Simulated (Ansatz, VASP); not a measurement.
One calculation of CoO, two programs

```
Co O
1.0
     0.00000    2.13150    2.13150
     2.13150    0.00000    2.13150
     2.13150    2.13150    0.00000
Co O
1 1
Direct
  0.00000 0.00000 0.00000
  0.50000 0.50000 0.50000
```

Alike in both runs: task single point; functional PBE; k mesh 10 × 10 × 10; occupations gaussian, width 0.05 eV; collinear spin; Hubbard terms Co d U = 3.3 eV.

|  | VASP | Ansatz |
| --- | --- | --- |
| version | VASP 6.6.1 | Ansatz 0.2.0 |
| potentials or method | VASP PAW PBE potentials, release 64 (Co, O), cutoff 520 eV | scalar-relativistic, plane waves, PAW |
| valence electrons in the cell | 15 | 23 |

```tsv
	VASP	Ansatz	Ansatz less VASP
pressure (GPa)	-2.4	8.2	+10.57
net moment per atom (μB)	1.50	1.50	+0.001
size of the moment on the site where the two differ most (μB)	2.73	2.60	-0.130
```

Site moments also hang on the region over which each program counts them. The programs project onto different local orbitals, so the same U acts differently, and such runs can settle in different states. VASP's potentials hold 15 valence electrons a cell and Ansatz's 23, so a difference there can come from the potentials and not from the codes. Ansatz's warnings: stability check not made.
